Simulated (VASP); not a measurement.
Set up this calculation in VASP 6.6.1, as the native input.

```yaml
Task: single point
Functional: PBE
Potentials_or_basis: VASP PAW PBE potentials, release 64 (Te, Pt, Se)
Cutoff: 520 eV
k_mesh: 4 × 4 × 2
Occupations: gaussian, width 0.2 eV
Spin: no spin polarisation
Dipole_correction: no
Further_INCAR_settings: ALGO = Normal; EDIFF = 1e-07; NBANDS = 45
```

The structure of TePtSe3 lies in POSCAR:

```
TePtSe3
1.0
    4.9516768145      0.0000000000      0.0000000000
    0.0000000000      4.9516768145      0.0000000000
    0.0000000000      0.0000000000     13.1999947812
Te Pt Se
2 2 6
Direct
    1.0000000000      0.0000000000      0.4385700229
    1.0000000000      0.0000000000      0.9385700229
    0.5000000000      0.5000000000      0.0836447684
    0.5000000000      0.5000000000      0.5836447684
    1.0000000000      0.0000000000      0.2557768087
    0.0000000000      0.0000000000      0.7557768087
    0.0000000000      0.5000000000      0.0504657850
    0.0000000000      0.5000000000      0.5504657850
    0.5000000000      0.0000000000      0.0504657850
    0.5000000000      0.0000000000      0.5504657850
```

One way to write it, as run:

INCAR

```
SYSTEM = TePtSe3
PREC = Accurate ; ENCUT = 520
EDIFF = 1E-7 ; ISMEAR = 0
SIGMA = 0.2 ; LREAL = .False.
LASPH = .True. ; NELM = 100
ALGO = Normal ; ISIF = 2
LWAVE = .False. ; LCHARG = .False.
GGA = PE ; NBANDS = 45
```

KPOINTS

```
Automatic mesh
0
Gamma
  4 4 2
  0 0 0
```

Potentials or basis: VASP PAW PBE potentials, release 64 (Te, Pt, Se).

Run with:

```console
$ cat potpaw_PBE.64/Te/POTCAR potpaw_PBE.64/Pt/POTCAR potpaw_PBE.64/Se/POTCAR > POTCAR
$ mpirun -np 1 vasp_std > vasp.out
```

Results of the run:

* Pressure: -0.1 GPa
* Largest force: 0.550 eV/Å
* Band gap on the k mesh: zero (bands 34 and 35 overlap by 1.36 eV)

Caveat: spin-orbit coupling is left out, which moves the levels of the heavy elements.

Wall time 4.3 min on 1 thread of AMD EPYC 7R13 Processor (Zen 3), with other jobs on the host, peak memory 0.47 GiB.
